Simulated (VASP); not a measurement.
# MgO (rocksalt type) (Fm-3m) in VASP: further runs

MgO (rocksalt type) is run at these levels: PBE; tasks: single point, relaxation of cell and atoms.

Program: VASP 6.6.1. These are calculated values, not measurements. Logs are shortened: lines on timing, memory, paths and dates and some standing lists are left out, and cuts for length are marked.

### Step 1. The cell of the first run

The structure is cubic, space group Fm-3m (No. 225). The conventional cell has a = 3.627 Å, b = 3.627 Å, c = 3.627 Å, α = 90.00°, β = 90.00°, γ = 90.00°. Within 2.4 Å of Mg (site symmetry m-3m) lie 6 O at 1.81 Å. O (site symmetry m-3m) has 6 Mg at 1.81 Å within 2.4 Å.

### Step 2. Single point, PBE

The input, INCAR:

```
SYSTEM = MgO
  PREC = Accurate
  ENCUT = 520
  EDIFF = 1E-6
  ISMEAR = -1
  SIGMA = 0.08
  LREAL = .False.
  LASPH = .True.
  NELM = 60
  ALGO = Normal
  ISIF = 2
  LWAVE = .False.
  LCHARG = .False.
  GGA = PE
  NBANDS = 11
```

The input, KPOINTS:

```
regular mesh
0
Gamma
  18 18 18
  0 0 0
```

The input, POSCAR:

```
MgO
1.0
    0.0000000000      1.8134879281      1.8134879281
    1.8134879281      0.0000000000      1.8134879281
    1.8134879281      1.8134879281      0.0000000000
Mg O
1 1
Direct
    0.0000000000      0.0000000000      0.0000000000
    0.5000000000      0.5000000000      0.5000000000
```

Potentials or basis: VASP PAW PBE potentials, release 64 (Mg, O).

On the command line:

```sh
$ cat potpaw_PBE.64/Mg/POTCAR potpaw_PBE.64/O/POTCAR > POTCAR
$ mpirun -np 1 vasp_std > vasp.out
```

OUTCAR:

```text
SYSTEM = MgO
   PREC = Accurate
   ENCUT = 520
   EDIFF = 1E-6
   ISMEAR = -1
   LREAL = .False.
   LASPH = .True.
   NELM = 60
   ISIF = 2
   GGA = PE

 ion  position               nearest neighbor table
   1  0.000  0.000  0.000-   2 1.81   2 1.81   2 1.81   2 1.81   2 1.81   2 1.81
   2  0.500  0.500  0.500-   1 1.81   1 1.81   1 1.81   1 1.81   1 1.81   1 1.81

  LATTYP: Found a face centered cubic cell.
 ALAT       =     3.6269758562

  Lattice vectors:

 A1 = (   0.0000000000,   1.8134879281,   1.8134879281)
 A2 = (   1.8134879281,   0.0000000000,   1.8134879281)
 A3 = (   1.8134879281,   1.8134879281,   0.0000000000)

Analysis of symmetry for initial positions (statically):
=====================================================================
 Subroutine PRICEL returns:
 Original cell was already a primitive cell.

 Routine SETGRP: Setting up the symmetry group for a
 face centered cubic supercell.

 Subroutine GETGRP returns: Found 48 space group operations
 (whereof 48 operations were pure point group operations)
 out of a pool of 48 trial point group operations.

The static configuration has the point symmetry O_h .

Analysis of symmetry for dynamics (positions and initial velocities):
=====================================================================
 Subroutine PRICEL returns:
 Original cell was already a primitive cell.

 Routine SETGRP: Setting up the symmetry group for a
 face centered cubic supercell.

 Subroutine GETGRP returns: Found 48 space group operations
 (whereof 48 operations were pure point group operations)
 out of a pool of 48 trial point group operations.

The dynamic configuration has the point symmetry O_h .

 Subroutine INISYM returns: Found 48 space group operations
 (whereof 48 operations are pure point group operations),
 and found     1 'primitive' translations

----------------------------------------------------------------------------------------

                                     Primitive cell

  volume of cell :      11.9282

  direct lattice vectors                    reciprocal lattice vectors
     0.000000000  1.813487928  1.813487928    -0.275711788  0.275711788  0.275711788
     1.813487928  0.000000000  1.813487928     0.275711788 -0.275711788  0.275711788
     1.813487928  1.813487928  0.000000000     0.275711788  0.275711788 -0.275711788

  length of vectors
[... 82 lines left out ...]
   EDIFF  = 0.1E-05   stopping-criterion for ELM
   LREAL  =      F    real-space projection
   EDIFFG = 0.1E-04   stopping-criterion for IOM
   NSW    =      0    number of steps for IOM
   IBRION =     -1    ionic relax: 0-MD 1-quasi-New 2-CG
   NFREE  =      0    steps in history (QN), initial steepest desc. (CG)
   ISIF   =      2    stress and relaxation
   ISYM   =      2    0-nonsym 1-usesym 2-fastsym
   POTIM  = 0.5000    time-step for ionic-motion
   TEBEG  =    0.0;   TEEND  =   0.0 temperature during run
   PSTRESS=    0.0 pullay stress
   NELECT =       8.0000    total number of electrons
   NUPDOWN=      -1.0000    fix difference up-down
   EMIN   =  10.00;   EMAX   =-10.00  energy-range for DOS
   EFERMI =   0.00;   METHOD = LEGACY
   ISMEAR =    -1;   SIGMA  =   0.08  broadening in eV -4-tet -1-fermi 0-gaus
   EFERMI_NEDOS =   21; number of points for ismear=-14 and -15
   IALGO  =     38    algorithm
   IMIX   =      4    mixing-type and parameters
     AMIX     =   0.40;   BMIX     =  1.00
     AMIX_MAG =   1.60;   BMIX_MAG =  1.00
  volume/ion in A,a.u.               =       5.96        40.25
  Fermi-wavevector in a.u.,A,eV,Ry     =   1.433002  2.707981 27.939496  2.053495
  Thomas-Fermi vector in A             =   2.552568
   LORBIT       =      0    0 simple, 1 ext, 2 COOP (PROOUT), +10 PAW based schemes
   GGA     = PE    functional components
   LHFCALC =     F    Hartree Fock is set to
   AEXX    =    0.0000 exact exchange contribution
   IVDW    =     0    specifies the selected vdW correction
   LEPSILON=     F    determine dielectric tensor
   LRPA    =     F    only Hartree local field effects (RPA)
 non-spin polarized calculation
  energy-cutoff  :      520.00
  volume of cell :       11.93
 maximum number of plane-waves:       332
   NGX =  9   NGY =  9   NGZ =  9

 number of electron       7.9999995 magnetization

 Free energy of the ion-electron system (eV)
  ---------------------------------------------------
  ext. energy  EPLUGINS =         0.00000000
  ---------------------------------------------------
  free energy    TOTEN  =        -9.00901833 eV

  energy without entropy =       -9.00901833  energy(sigma->0) =       -9.00901833

 E-fermi :   9.0933     XC(G=0): -13.4091

 val. band max:        7.5226464205   @ k =   0.0000   0.0000   0.0000
 cond. band min:      16.6880799583   @ k =   0.5000   0.5000   0.0000
 fundamental gap:      9.1654335378
 Fermi energy:         9.0933087121

 k-point     1 :       0.0000    0.0000    0.0000
  band No.  band energies     occupation
      1     -12.7022      2.00000
      2       7.5226      2.00000
      3       7.5226      2.00000
      4       7.5226      2.00000
      5      18.0074      0.00000
      6      25.7174      0.00000
      7      25.7174      0.00000
      8      25.7174      0.00000
      9      31.0100      0.00000
     10      33.4264      0.00000
     11      33.4264      0.00000
[... 309 lines left out ...]
 k-point    24 :      -0.2222    0.0556    0.0000
  band No.  band energies     occupation
      1     -11.5336      2.00000
      2       4.0187      2.00000
      3       6.6350      2.00000
      4       6.8395      2.00000
      5      19.6087      0.00000
      6      23.0199      0.00000
      7      27.7177      0.00000
      8      28.0047      0.00000
      9      32.5006      0.00000
     10      33.6472      0.00000
     11      38.3633      0.00000

 [... further k-points ...]
[... 5 lines left out ...]
  --------------------------------------------------------------------------------------
  -------------------------------------------------------------------------------------
  Total       14.4261926     14.4261926     14.4261926      0.0000000     -0.0000000     -0.0000000
  in kB     1937.7078815   1937.7078815   1937.7078815      0.0000000     -0.0000000     -0.0000000
  external PRESSURE =    1937.7078815 kB  Pullay stress =       0.0000000 kB

 VOLUME and BASIS-vectors are now :
 -----------------------------------------------------------------------------
  energy-cutoff  :      520.00
  volume of cell :       11.93
      direct lattice vectors                 reciprocal lattice vectors
     0.000000000  1.813487928  1.813487928    -0.275711788  0.275711788  0.275711788
     1.813487928  0.000000000  1.813487928     0.275711788 -0.275711788  0.275711788
     1.813487928  1.813487928  0.000000000     0.275711788  0.275711788 -0.275711788

 POSITION                                       TOTAL-FORCE (eV/Angst)
 -----------------------------------------------------------------------------------
      0.00000      0.00000      0.00000        -0.000000      0.000000      0.000000
      1.81349      1.81349      1.81349         0.000000     -0.000000     -0.000000
 -----------------------------------------------------------------------------------
    total drift:                                0.000000      0.000000      0.000000

  FREE ENERGIE OF THE ION-ELECTRON SYSTEM (eV)
  ---------------------------------------------------
  free  energy   TOTEN  =        -9.0090183274 eV

  energy  without entropy=       -9.0090183274  energy(sigma->0) =       -9.00901833
```

OSZICAR:

```text
N       E                     dE             d eps       ncg     rms          rms(c)
DAV:   1     0.174774382013E+02    0.17477E+02   -0.51348E+03  5042   0.682E+02
DAV:   2    -0.106824694563E+02   -0.28160E+02   -0.27675E+02  5100   0.155E+02
DAV:   3    -0.111060629192E+02   -0.42359E+00   -0.42334E+00  5077   0.154E+01
DAV:   4    -0.111067290456E+02   -0.66613E-03   -0.66612E-03  4911   0.706E-01
DAV:   5    -0.111067303652E+02   -0.13196E-05   -0.13196E-05  5013   0.295E-02    0.854E+00
DAV:   6    -0.908804237092E+01    0.20187E+01   -0.73553E+00  4464   0.178E+01    0.212E+00
DAV:   7    -0.902385436824E+01    0.64188E-01   -0.21734E-01  4893   0.342E+00    0.134E+00
DAV:   8    -0.900922333439E+01    0.14631E-01   -0.14232E-02  4686   0.133E+00    0.124E-01
DAV:   9    -0.900904213536E+01    0.18120E-03   -0.38414E-04  4938   0.130E-01    0.663E-02
DAV:  10    -0.900902061045E+01    0.21525E-04   -0.25110E-04  4806   0.119E-01    0.188E-02
DAV:  11    -0.900901813971E+01    0.24707E-05   -0.13000E-05  4968   0.256E-02    0.280E-03
DAV:  12    -0.900901832741E+01   -0.18770E-06   -0.39544E-07  2718   0.557E-03
   1 F= -.90090183E+01 E0= -.90090183E+01  d E =-.543262E-10
```

stdout:

```text
POSCAR found type information on POSCAR MgO
 POSCAR found :  2 types and       2 ions
 scaLAPACK will be used
 LDA part: xc-table for (Slater+PW92), standard interpolation
 POSCAR, INCAR and KPOINTS ok, starting setup
 FFT: planning ... GRIDC
 FFT: planning ... GRID_SOFT
 FFT: planning ... GRID
 WAVECAR not read
 entering main loop
```

Run time: 14 s. Hardware: 1 thread of Intel Xeon 6975P-C, shared host; peak memory 0.15 GiB.

Results:

| Property | Result |
| --- | --- |
| Free energy | -9.0090 eV |
| Pressure | 193.8 GPa |
| Band gap on the k mesh | 9.17 eV, indirect (least direct gap 10.48 eV) |

Levels at points of the mesh, in eV from the valence-band top:
```tsv
k point	band 1	band 2	band 3	band 4	band 5	band 6	band 7	band 8
(0.00, 0.00, 0.00)	-20.22	0.00	0.00	0.00	10.48	18.19	18.19	18.19
(0.50, 0.00, 0.00)	-17.40	-7.04	-1.39	-1.39	11.11	18.18	21.44	21.44
(0.50, 0.50, 0.00)	-17.08	-6.21	-2.06	-2.06	9.17	15.90	18.70	27.05
```

A k mesh can miss the band edges. As with any semilocal functional, this PBE gap is likely too small.

### Step 3. Relaxation of cell and atoms, PBE, target pressure 190 GPa, at which the enthalpy is minimised

The input, INCAR:

```
SYSTEM = MgO
PREC = Accurate ; ENCUT = 600
EDIFF = 1E-7 ; ISMEAR = -1
SIGMA = 0.08 ; LREAL = .FALSE.
LASPH = .TRUE. ; NELM = 80
ALGO = Normal ; ISIF = 3
LWAVE = .FALSE. ; LCHARG = .FALSE.
GGA = PE ; IBRION = 2
NSW = 60 ; EDIFFG = -0.005
PSTRESS = 1900.0
```

The input, KPOINTS:

```
regular mesh
0
G
  18 18 18
  0 0 0
```

The input, POSCAR:

```
MgO
1.0
    0.0000000000      1.8136484872      1.8136484872
    1.8136484872      0.0000000000      1.8136484872
    1.8136484872      1.8136484872      0.0000000000
Mg O
1 1
Direct
    0.0000000000      0.0000000000      0.0000000000
    0.5000000000      0.5000000000      0.5000000000
```

Potentials or basis: VASP PAW PBE potentials, release 64 (Mg, O).

On the command line:

```sh
$ cat potpaw_PBE.64/Mg/POTCAR potpaw_PBE.64/O/POTCAR > POTCAR
$ mpirun -np 1 vasp_std > vasp.out
```

It took 34 s on 1 thread of Intel Xeon Platinum 8259CL at 2.50GHz (Skylake/Cascade Lake), shared host; peak memory 0.15 GiB.

The run converged. Its results:

* Free energy: -9.0724 eV
* Relaxed volume: 5.99 Å³/atom
* Relaxed cell: a = 2.568 Å, b = 2.568 Å, c = 2.568 Å, α = 60.00°, β = 60.00°, γ = 60.00°
* Space group after relaxing (to 0.05 Å): Fm-3m (No. 225)
* Energy change on relaxing (the enthalpy is what falls): -27.2 meV/atom
* Ionic steps: 3
* Pressure after relaxing: 190.0 GPa
* Band gap on the k mesh: 9.18 eV, indirect (least direct gap 10.42 eV)

The path:
```csv
step,energy change (eV),largest force (eV/Å),pressure (GPa),volume (Å³)
1,0.0000,0.0000,193.08,11.93
2,-0.2318,0.0000,179.93,12.13
3,-0.0543,0.0000,190.00,11.98
```

Final structure:
```cif
data_structure
_symmetry_space_group_name_H-M 'P 1'
_symmetry_Int_Tables_number 1
_cell_length_a 2.5681
_cell_length_b 2.5681
_cell_length_c 2.5681
_cell_angle_alpha 60.000
_cell_angle_beta 60.000
_cell_angle_gamma 60.000
_cell_volume 11.98
loop_
_atom_site_label
_atom_site_type_symbol
_atom_site_fract_x
_atom_site_fract_y
_atom_site_fract_z
_atom_site_occupancy
Mg1 Mg 0.00000 0.00000 0.00000 1
O1 O 0.50000 0.50000 0.50000 1
```

Levels at points of the mesh, in eV from the valence-band top:
| k point | band 1 | band 2 | band 3 | band 4 | band 5 | band 6 | band 7 | band 8 |
| --- | --- | --- | --- | --- | --- | --- | --- | --- |
| (0.00, 0.00, 0.00) | -20.19 | 0.00 | 0.00 | 0.00 | 10.42 | 18.18 | 18.18 | 18.18 |
| (0.50, 0.00, 0.00) | -17.38 | -7.01 | -1.38 | -1.38 | 11.08 | 18.12 | 21.39 | 21.39 |
| (0.50, 0.50, 0.00) | -17.06 | -6.18 | -2.06 | -2.06 | 9.18 | 15.84 | 18.64 | 26.96 |

Caveat: the cell is relaxed towards a set pressure, so the enthalpy falls and the energy may rise.

### Step 4. Relaxation of cell and atoms, PBE, target pressure 190 GPa, at which the enthalpy is minimised

The input, INCAR:

```
PREC = Accurate ; ENCUT = 600
EDIFF = 1E-7 ; ISMEAR = -1
SIGMA = 0.08 ; LREAL = F
LASPH = T ; NELM = 80
ALGO = Normal ; ISIF = 3
LWAVE = F ; LCHARG = F
GGA = PE ; IBRION = 2
NSW = 32 ; EDIFFG = -0.005
PSTRESS = 1900.0
```

The input, KPOINTS:

```
regular mesh
0
Gamma
  18 18 18
```

The input, POSCAR:

```
MgO
1.0
    0.0000000000      1.8137152774      1.8137152774
    1.8137152774      0.0000000000      1.8137152774
    1.8137152774      1.8137152774      0.0000000000
Mg O
1 1
Direct
    0.0000000000      0.0000000000      0.0000000000
    0.5000000000      0.5000000000      0.5000000000
```

On the command line:

```sh
$ cat potpaw_PBE.64/Mg/POTCAR potpaw_PBE.64/O/POTCAR > POTCAR
$ mpirun -np 1 vasp_std > vasp.out
```

Run time: 34 s. Hardware: 1 thread of Intel Xeon Platinum 8259CL at 2.50GHz (Skylake/Cascade Lake), shared host; peak memory 0.15 GiB.

The run converged. Its results:

```
Free energy                                            : -9.0724 eV
Relaxed volume                                         : 5.99 Å³/atom
Relaxed cell                                           : a = 2.568 Å, b = 2.568 Å, c = 2.568 Å, α = 60.00°, β = 60.00°, γ = 60.00°
Space group after relaxing (to 0.05 Å)                 : Fm-3m (No. 225)
Energy change on relaxing (the enthalpy is what falls) : -26.4 meV/atom
Ionic steps                                            : 3
Pressure after relaxing                                : 190.0 GPa
Band gap on the k mesh                                 : 9.18 eV, indirect (least direct gap 10.42 eV)
```

Step by step:
| step | energy change (eV) | largest force (eV/Å) | pressure (GPa) | volume (Å³) |
| --- | --- | --- | --- | --- |
| 1 | 0.0000 | 0.0000 | 192.99 | 11.93 |
| 2 | -0.2252 | 0.0000 | 180.22 | 12.13 |
| 3 | -0.0527 | 0.0000 | 190.00 | 11.98 |

Final structure:
```xyz
2
Lattice="0.0000 1.8159 1.8159 1.8159 0.0000 1.8159 1.8159 1.8159 0.0000" Properties=species:S:1:pos:R:3 pbc="T T T"
Mg    0.0000    0.0000    0.0000
O     1.8159    1.8159    1.8159
```

Levels at points of the mesh, in eV from the valence-band top:
| k point | band 2 | band 3 | band 4 | band 5 | band 6 | band 7 |
| --- | --- | --- | --- | --- | --- | --- |
| (0.00, 0.00, 0.00) | 0.00 | 0.00 | 0.00 | 10.42 | 18.18 | 18.18 |
| (0.50, 0.00, 0.00) | -7.01 | -1.38 | -1.38 | 11.08 | 18.12 | 21.39 |
| (0.50, 0.50, 0.00) | -6.18 | -2.06 | -2.06 | 9.18 | 15.84 | 18.64 |

Caveat: the cell is relaxed towards a set pressure, so the enthalpy falls and the energy may rise. A k mesh can miss the band edges.
